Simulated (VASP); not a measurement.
# ZnO (P6_3/mmc) in VASP: a series of runs

The runs below take ZnO through single point, with PBEsol.

Program: VASP 6.6.1. These are calculated values, not measurements. Logs are shortened: lines on timing, memory, paths and dates and some standing lists are left out, and cuts for length are marked.

**1. The cell of the first run**

Symmetry: P6_3/mmc, No. 194, hexagonal system. Conventional cell: a = 3.288 Å, b = 3.288 Å, c = 7.237 Å, α = 90.00°, β = 90.00°, γ = 120.00°. Within 2.5 Å of Zn (site symmetry -6m2) lie 3 O at 1.90 Å. Within 2.5 Å of O (site symmetry -6m2) lie 3 Zn at 1.90 Å.

**2. Single point, PBEsol (strain +0.000 along x and y, +0.015 along z)**

Input file INCAR:

```
SYSTEM = ZnO
PREC = Accurate ; ENCUT = 520
EDIFF = 1E-7 ; ISMEAR = 0
SIGMA = 0.05 ; LREAL = .False.
LASPH = .True. ; NELM = 60
ALGO = Normal ; ISIF = 2
LWAVE = .False. ; LCHARG = .False.
GGA = PS ; NBANDS = 26
```

Input file KPOINTS:

```
Automatic mesh
0
Gamma
  9 9 4
  0 0 0
```

Input file POSCAR:

```
ZnO
1.0
    3.2879671587      0.0000000000      0.0000000000
   -1.6439835793      2.8474630862      0.0000000000
    0.0000000000      0.0000000000      7.2373979702
Zn O
2 2
Direct
    0.0000000000      0.0000000000      0.7500000000
    0.0000000000      0.0000000000      0.2500000000
    0.3333333333      0.6666666667      0.2500000000
    0.6666666667      0.3333333333      0.7500000000
```

Potentials or basis: VASP PAW PBE potentials, release 64 (Zn, O).

Started as:

```sh
$ cat potpaw_PBE.64/Zn/POTCAR potpaw_PBE.64/O/POTCAR > POTCAR
$ mpirun -np 1 vasp_std > vasp.out
```

OUTCAR:

```text
SYSTEM = ZnO
   PREC = Accurate
   ENCUT = 520
   EDIFF = 1E-7
   ISMEAR = 0
   LREAL = .False.
   LASPH = .True.
   NELM = 60
   ISIF = 2
   GGA = PS

 ion  position               nearest neighbor table
   1  0.000  0.000  0.750-   4 1.90   4 1.90   4 1.90
   2  0.000  0.000  0.250-   3 1.90   3 1.90   3 1.90
   3  0.333  0.667  0.250-   2 1.90   2 1.90   2 1.90
   4  0.667  0.333  0.750-   1 1.90   1 1.90   1 1.90

  LATTYP: Found a hexagonal cell.
 ALAT       =     3.2879671587
 C/A-ratio  =     2.2011770863

  Lattice vectors:

 A1 = (   3.2879671587,   0.0000000000,   0.0000000000)
 A2 = (  -1.6439835793,   2.8474630862,   0.0000000000)
 A3 = (   0.0000000000,   0.0000000000,   7.2373979702)

Analysis of symmetry for initial positions (statically):
=====================================================================
 Subroutine PRICEL returns:
 Original cell was already a primitive cell.

 Routine SETGRP: Setting up the symmetry group for a
 hexagonal supercell.

 Subroutine GETGRP returns: Found 24 space group operations
 (whereof 12 operations were pure point group operations)
 out of a pool of 24 trial point group operations.

The static configuration has the point symmetry D_3d.
 The point group associated with its full space group is D_6h.

Analysis of symmetry for dynamics (positions and initial velocities):
=====================================================================
 Subroutine PRICEL returns:
 Original cell was already a primitive cell.

 Routine SETGRP: Setting up the symmetry group for a
 hexagonal supercell.

 Subroutine GETGRP returns: Found 24 space group operations
 (whereof 12 operations were pure point group operations)
 out of a pool of 24 trial point group operations.

The dynamic configuration has the point symmetry D_3d.
 The point group associated with its full space group is D_6h.

 Subroutine INISYM returns: Found 24 space group operations
 (whereof 12 operations are pure point group operations),
 and found     1 'primitive' translations

----------------------------------------------------------------------------------------

                                     Primitive cell

  volume of cell :      67.7592

  direct lattice vectors                    reciprocal lattice vectors
     3.287967159  0.000000000  0.000000000     0.304139291  0.175594901  0.000000000
[... 82 lines left out ...]
   ISTART =      0    job   : 0-new  1-cont  2-samecut
   ICHARG =      2    charge: 1-file 2-atom 10-const
   ISPIN  =      1    spin polarized calculation?
   LNONCOLLINEAR =      F non collinear calculations
   LSORBIT =      F    spin-orbit coupling
   LASPH  =      T    aspherical Exc in radial PAW
   ENCUT  =  520.0 eV  38.22 Ry    6.18 a.u.   6.11  6.11 13.46*2*pi/ulx,y,z
   NELM   =     60;   NELMIN=  2; NELMDL= -5     # of ELM steps
   EDIFF  = 0.1E-06   stopping-criterion for ELM
   LREAL  =      F    real-space projection
   EDIFFG = 0.1E-05   stopping-criterion for IOM
   NSW    =      0    number of steps for IOM
   IBRION =     -1    ionic relax: 0-MD 1-quasi-New 2-CG
   NFREE  =      0    steps in history (QN), initial steepest desc. (CG)
   ISIF   =      2    stress and relaxation
   ISYM   =      2    0-nonsym 1-usesym 2-fastsym
   POTIM  = 0.5000    time-step for ionic-motion
   TEBEG  =    0.0;   TEEND  =   0.0 temperature during run
   PSTRESS=    0.0 pullay stress
   NELECT =      36.0000    total number of electrons
   NUPDOWN=      -1.0000    fix difference up-down
   EMIN   =  10.00;   EMAX   =-10.00  energy-range for DOS
   EFERMI =   0.00;   METHOD = LEGACY
   ISMEAR =     0;   SIGMA  =   0.05  broadening in eV -4-tet -1-fermi 0-gaus
   EFERMI_NEDOS =   21; number of points for ismear=-14 and -15
   IALGO  =     38    algorithm
   IMIX   =      4    mixing-type and parameters
     AMIX     =   0.40;   BMIX     =  1.00
     AMIX_MAG =   1.60;   BMIX_MAG =  1.00
  volume/ion in A,a.u.               =      16.94       114.32
  Fermi-wavevector in a.u.,A,eV,Ry     =   1.325927  2.505639 23.920168  1.758083
  Thomas-Fermi vector in A             =   2.455352
   LORBIT       =      0    0 simple, 1 ext, 2 COOP (PROOUT), +10 PAW based schemes
   GGA     = PS    functional components
   LHFCALC =     F    Hartree Fock is set to
   AEXX    =    0.0000 exact exchange contribution
   IVDW    =     0    specifies the selected vdW correction
   LEPSILON=     F    determine dielectric tensor
   LRPA    =     F    only Hartree local field effects (RPA)
 non-spin polarized calculation
 Gauss-broadening in eV      SIGMA  =   0.05
  energy-cutoff  :      520.00
  volume of cell :       67.76
 maximum number of plane-waves:      1848
   NGX = 13   NGY = 13   NGZ = 27

 number of electron      36.0000045 magnetization

 Free energy of the ion-electron system (eV)
  ---------------------------------------------------
  ext. energy  EPLUGINS =         0.00000000
  ---------------------------------------------------
  free energy    TOTEN  =       -18.26486916 eV

  energy without entropy =      -18.26486916  energy(sigma->0) =      -18.26486916

 E-fermi :  -0.7387     XC(G=0):  -9.0800

 val. band max:       -0.9726520954   @ k =   0.0000   0.0000   0.0000
 cond. band min:      -0.1998619599   @ k =   0.0000   0.0000   0.0000
 fundamental gap:      0.7727901355
 Fermi energy:        -0.7387178357

 k-point     1 :       0.0000    0.0000    0.0000
  band No.  band energies     occupation
      1     -18.3652      2.00000
      2     -18.2914      2.00000
      3      -7.0984      2.00000
      4      -7.0984      2.00000
      5      -7.0856      2.00000
      6      -7.0856      2.00000
[... 685 lines left out ...]
     25       8.6722      0.00000
     26       9.0881      0.00000

 [... further k-points ...]
[... 5 lines left out ...]
  --------------------------------------------------------------------------------------
  -------------------------------------------------------------------------------------
  Total       -2.2269815     -2.2269815     -0.3649697     -0.0000000      0.0000000      0.0000000
  in kB      -52.6573701    -52.6573701     -8.6297722     -0.0000000      0.0000000      0.0000000
  external PRESSURE =     -37.9815041 kB  Pullay stress =       0.0000000 kB

 VOLUME and BASIS-vectors are now :
 -----------------------------------------------------------------------------
  energy-cutoff  :      520.00
  volume of cell :       67.76
      direct lattice vectors                 reciprocal lattice vectors
     3.287967159  0.000000000  0.000000000     0.304139291  0.175594901  0.000000000
    -1.643983579  2.847463086  0.000000000     0.000000000  0.351189803  0.000000000
     0.000000000  0.000000000  7.237397970     0.000000000  0.000000000  0.138171205

 POSITION                                       TOTAL-FORCE (eV/Angst)
 -----------------------------------------------------------------------------------
      0.00000      0.00000      5.42805        -0.000000     -0.000000     -0.000000
      0.00000      0.00000      1.80935         0.000000      0.000000     -0.000000
     -0.00000      1.89831      1.80935         0.000000     -0.000000     -0.000000
      1.64398      0.94915      5.42805        -0.000000      0.000000      0.000000
 -----------------------------------------------------------------------------------
    total drift:                               -0.000000      0.000000      0.000000

  FREE ENERGIE OF THE ION-ELECTRON SYSTEM (eV)
  ---------------------------------------------------
  free  energy   TOTEN  =       -18.2648691605 eV

  energy  without entropy=      -18.2648691605  energy(sigma->0) =      -18.26486916
```

OSZICAR:

```text
N       E                     dE             d eps       ncg     rms          rms(c)
DAV:   1     0.292574323552E+03    0.29257E+03   -0.17835E+04  1880   0.177E+03
DAV:   2     0.131969830722E+02   -0.27938E+03   -0.26052E+03  2052   0.384E+02
DAV:   3    -0.211195978247E+02   -0.34317E+02   -0.33927E+02  2074   0.139E+02
DAV:   4    -0.218828198640E+02   -0.76322E+00   -0.76143E+00  2100   0.219E+01
DAV:   5    -0.218872866698E+02   -0.44668E-02   -0.44663E-02  2102   0.166E+00    0.152E+01
DAV:   6    -0.181684636869E+02    0.37188E+01   -0.94671E+00  3198   0.717E+01    0.911E+00
DAV:   7    -0.183298961482E+02   -0.16143E+00   -0.30544E+00  1982   0.170E+01    0.553E+00
DAV:   8    -0.183349948472E+02   -0.50987E-02   -0.87784E-01  2254   0.723E+00    0.198E+00
DAV:   9    -0.182618513151E+02    0.73144E-01   -0.17704E-01  2668   0.619E+00    0.444E-01
DAV:  10    -0.182644832224E+02   -0.26319E-02   -0.49966E-02  1916   0.155E+00    0.137E-01
DAV:  11    -0.182648411286E+02   -0.35791E-03   -0.77184E-04  2016   0.452E-01    0.651E-02
DAV:  12    -0.182648598384E+02   -0.18710E-04   -0.29044E-04  2534   0.385E-01    0.193E-02
DAV:  13    -0.182648793025E+02   -0.19464E-04   -0.55072E-05  2546   0.105E-01    0.279E-02
DAV:  14    -0.182648690543E+02    0.10248E-04   -0.32908E-05  2646   0.551E-02    0.382E-03
DAV:  15    -0.182648693578E+02   -0.30354E-06   -0.61375E-06  1930   0.203E-02    0.226E-03
DAV:  16    -0.182648692196E+02    0.13828E-06   -0.11705E-07  1538   0.457E-03    0.177E-03
DAV:  17    -0.182648691605E+02    0.59035E-07   -0.87158E-08  1164   0.367E-03
   1 F= -.18264869E+02 E0= -.18264869E+02  d E =-.242744E-12
```

Wall time 58 s (1 thread of Intel Xeon Platinum 8488C (Sapphire Rapids), shared host); peak memory 0.2 GiB.

Results:

| Property | Result |
| --- | --- |
| Free energy | -18.2649 eV |
| Pressure | -3.8 GPa |
| Band gap on the k mesh | 0.77 eV |

Stress tensor (GPa, compression positive):
```
-5.27  0.00  0.00
 0.00 -5.27  0.00
 0.00  0.00 -0.86
```

Levels at points of the mesh, in eV from the valence-band top:
| k point | band 14 | band 15 | band 16 | band 17 | band 18 | band 19 | band 20 | band 21 | band 22 | band 23 |
| --- | --- | --- | --- | --- | --- | --- | --- | --- | --- | --- |
| (0.00, 0.00, 0.00) | -1.78 | -0.01 | -0.01 | 0.00 | 0.00 | 0.77 | 3.22 | 5.06 | 10.66 | 10.71 |
| (0.00, 0.00, 0.50) | -2.55 | 0.00 | 0.00 | 0.00 | 0.00 | 1.85 | 1.85 | 7.06 | 7.06 | 13.06 |

Caveat: the cell differs from its parent crystal (strain +0.000 along x and y, +0.015 along z); the cell stands under tension; the PAW data sets were made with another functional, which shifts forces and pressure a little; an odd mesh through Γ misses points on the zone boundary, where band edges can lie.

**3. Single point, PBEsol (strain +0.000 along x and y, +0.030 along z)**

Input file INCAR:

```
PREC = Accurate
ENCUT = 520
EDIFF = 1E-7
ISMEAR = 0
SIGMA = 0.05
LREAL = F
LASPH = T
NELM = 100
ALGO = Normal
ISIF = 2
LWAVE = F
LCHARG = F
GGA = PS
NBANDS = 26
```

Input file KPOINTS:

```
Automatic mesh
0
Gamma
  9 9 4
```

Changes to POSCAR since step 2:

```diff
@@ -4,3 +4,3 @@
    -1.6439835793      2.8474630862      0.0000000000
-    0.0000000000      0.0000000000      7.2373979702
+    0.0000000000      0.0000000000      7.3443545905
 Zn O
```

Potentials or basis: VASP PAW PBE potentials, release 64 (Zn, O).

Started as:

```sh
$ cat potpaw_PBE.64/Zn/POTCAR potpaw_PBE.64/O/POTCAR > POTCAR
$ mpirun -np 1 vasp_std > vasp.out
```

OUTCAR:

```text
PREC = Accurate
   ENCUT = 520
   EDIFF = 1E-7
   ISMEAR = 0
   LREAL = F
   LASPH = T
   NELM = 100
   ISIF = 2
   GGA = PS

 ion  position               nearest neighbor table
   1  0.000  0.000  0.750-   4 1.90   4 1.90   4 1.90
   2  0.000  0.000  0.250-   3 1.90   3 1.90   3 1.90
   3  0.333  0.667  0.250-   2 1.90   2 1.90   2 1.90
   4  0.667  0.333  0.750-   1 1.90   1 1.90   1 1.90

  LATTYP: Found a hexagonal cell.
 ALAT       =     3.2879671587
 C/A-ratio  =     2.2337067969
[... 201 lines left out ...]
      6      -7.1456      2.00000
[... 685 lines left out ...]
     25       8.5773      0.00000
     26       8.8509      0.00000

 [... further k-points ...]
[... 5 lines left out ...]
  --------------------------------------------------------------------------------------
  -------------------------------------------------------------------------------------
  Total       -2.2330892     -2.2330892     -0.3553425     -0.0000000     -0.0000000      0.0000000
  in kB      -52.0328303    -52.0328303     -8.2797751     -0.0000000     -0.0000000      0.0000000
  external PRESSURE =     -37.4484786 kB  Pullay stress =       0.0000000 kB

 VOLUME and BASIS-vectors are now :
 -----------------------------------------------------------------------------
  energy-cutoff  :      520.00
  volume of cell :       68.76
      direct lattice vectors                 reciprocal lattice vectors
     3.287967159  0.000000000  0.000000000     0.304139291  0.175594901  0.000000000
    -1.643983579  2.847463086  0.000000000     0.000000000  0.351189803  0.000000000
     0.000000000  0.000000000  7.344354591     0.000000000  0.000000000  0.136159003

 POSITION                                       TOTAL-FORCE (eV/Angst)
 -----------------------------------------------------------------------------------
      0.00000      0.00000      5.50827        -0.000000      0.000000      0.000000
      0.00000      0.00000      1.83609         0.000000     -0.000000     -0.000000
     -0.00000      1.89831      1.83609        -0.000000      0.000000     -0.000000
      1.64398      0.94915      5.50827         0.000000     -0.000000     -0.000000
 -----------------------------------------------------------------------------------
    total drift:                               -0.000000      0.000000     -0.000000

  FREE ENERGIE OF THE ION-ELECTRON SYSTEM (eV)
  ---------------------------------------------------
  free  energy   TOTEN  =       -18.2602250970 eV

  energy  without entropy=      -18.2602250970  energy(sigma->0) =      -18.26022510
```

OSZICAR:

```text
N       E                     dE             d eps       ncg     rms          rms(c)
DAV:   1     0.296385029837E+03    0.29639E+03   -0.17999E+04  1880   0.176E+03
DAV:   2     0.152411313241E+02   -0.28114E+03   -0.26168E+03  2028   0.384E+02
DAV:   3    -0.210855227350E+02   -0.36327E+02   -0.35897E+02  2086   0.141E+02
DAV:   4    -0.218900259115E+02   -0.80450E+00   -0.80302E+00  2106   0.226E+01
DAV:   5    -0.218947286387E+02   -0.47027E-02   -0.47023E-02  2094   0.170E+00    0.152E+01
DAV:   6    -0.181651182151E+02    0.37296E+01   -0.95787E+00  3206   0.716E+01    0.911E+00
DAV:   7    -0.183243408559E+02   -0.15922E+00   -0.30390E+00  1982   0.169E+01    0.552E+00
DAV:   8    -0.183300595260E+02   -0.57187E-02   -0.87974E-01  2262   0.722E+00    0.197E+00
DAV:   9    -0.182570298067E+02    0.73030E-01   -0.17886E-01  2658   0.620E+00    0.440E-01
DAV:  10    -0.182598049812E+02   -0.27752E-02   -0.50073E-02  1922   0.156E+00    0.140E-01
DAV:  11    -0.182601939786E+02   -0.38900E-03   -0.80654E-04  1986   0.467E-01    0.681E-02
DAV:  12    -0.182602140863E+02   -0.20108E-04   -0.31590E-04  2530   0.399E-01    0.200E-02
DAV:  13    -0.182602360870E+02   -0.22001E-04   -0.62380E-05  2520   0.110E-01    0.289E-02
DAV:  14    -0.182602249384E+02    0.11149E-04   -0.35443E-05  2644   0.573E-02    0.403E-03
DAV:  15    -0.182602252973E+02   -0.35885E-06   -0.67828E-06  1948   0.215E-02    0.236E-03
DAV:  16    -0.182602251543E+02    0.14303E-06   -0.14456E-07  1550   0.533E-03    0.185E-03
DAV:  17    -0.182602250970E+02    0.57242E-07   -0.90680E-08  1210   0.413E-03
   1 F= -.18260225E+02 E0= -.18260225E+02  d E =-.232311E-13
```

stdout:

```text
POSCAR found type information on POSCAR ZnO
 POSCAR found :  2 types and       4 ions
 scaLAPACK will be used
 -----------------------------------------------------------------------------
|                                                                             |
|                                                                             |
|     You enforced a specific xc type in the INCAR file but a different       |
|     I HOPE YOU KNOW WHAT YOU ARE DOING!                                     |
|                                                                             |
 -----------------------------------------------------------------------------

 LDA part: xc-table for (Slater+PW92), standard interpolation
 POSCAR, INCAR and KPOINTS ok, starting setup
 FFT: planning ... GRIDC
 FFT: planning ... GRID_SOFT
 FFT: planning ... GRID
 WAVECAR not read
 entering main loop
```

Run time: 48 s. Hardware: 1 thread of Intel Xeon 8259CL, shared host; peak memory 0.2 GiB.

What came out:

* Free energy: -18.2602 eV
* Pressure: -3.7 GPa
* Band gap on the k mesh: 0.79 eV

Stress tensor (GPa, compression positive):
```
-5.20  0.00  0.00
 0.00 -5.20  0.00
 0.00  0.00 -0.83
```

Caveat: the cell differs from its parent crystal (strain +0.000 along x and y, +0.030 along z); the cell stands under tension; the PAW data sets were made with another functional, which shifts forces and pressure a little; an odd mesh through Γ misses points on the zone boundary, where band edges can lie.

**4. Single point, PBEsol (strain +0.030 along x and y, -0.030 along z)**

Input file INCAR:

```
  PREC = Accurate
  ENCUT = 520
  EDIFF = 1E-7
  ISMEAR = 0
  SIGMA = 0.05
  LREAL = False
  LASPH = True
  NELM = 60
  ALGO = Normal
  ISIF = 2
  LWAVE = False
  LCHARG = False
  GGA = PS
  NBANDS = 26
```

KPOINTS is that of step 3.

Input file POSCAR:

```
ZnO
1.0
    3.3866061734      0.0000000000      0.0000000000
   -1.6933030867      2.9328869788      0.0000000000
    0.0000000000      0.0000000000      6.9165281095
Zn O
2 2
Direct
    0.0000000000      0.0000000000      0.7500000000
    0.0000000000      0.0000000000      0.2500000000
    0.3333333333      0.6666666667      0.2500000000
    0.6666666667      0.3333333333      0.7500000000
```

Started as:

```sh
$ cat potpaw_PBE.64/Zn/POTCAR potpaw_PBE.64/O/POTCAR > POTCAR
$ mpirun -np 1 vasp_std > vasp.out
```

It took 85 s on 1 thread of Intel Xeon 8259CL, shared host; peak memory 0.22 GiB.

Results (log left out):

* Free energy: -18.0206 eV
* Pressure: -10.4 GPa
* Band gap on the k mesh: 0.65 eV

Stress tensor (GPa, compression positive):
```
-15.14   0.00   0.00
  0.00 -15.14   0.00
  0.00   0.00  -0.96
```

Levels at points of the mesh, in eV from the valence-band top:
```csv
k point,band 14,band 15,band 16,band 17,band 18,band 19,band 20,band 21,band 22,band 23
"(0.00, 0.00, 0.00)",-1.12,-0.01,-0.01,0.00,0.00,0.65,3.26,5.29,11.38,11.61
"(0.00, 0.00, 0.50)",-2.06,0.00,0.00,0.00,0.00,1.87,1.87,7.46,7.46,12.55
```

Caveat: the cell differs from its parent crystal (strain +0.030 along x and y, -0.030 along z); the cell stands under tension; the PAW data sets were made with another functional, which shifts forces and pressure a little; an odd mesh through Γ misses points on the zone boundary, where band edges can lie.

(Continued in part 2 of 2.)
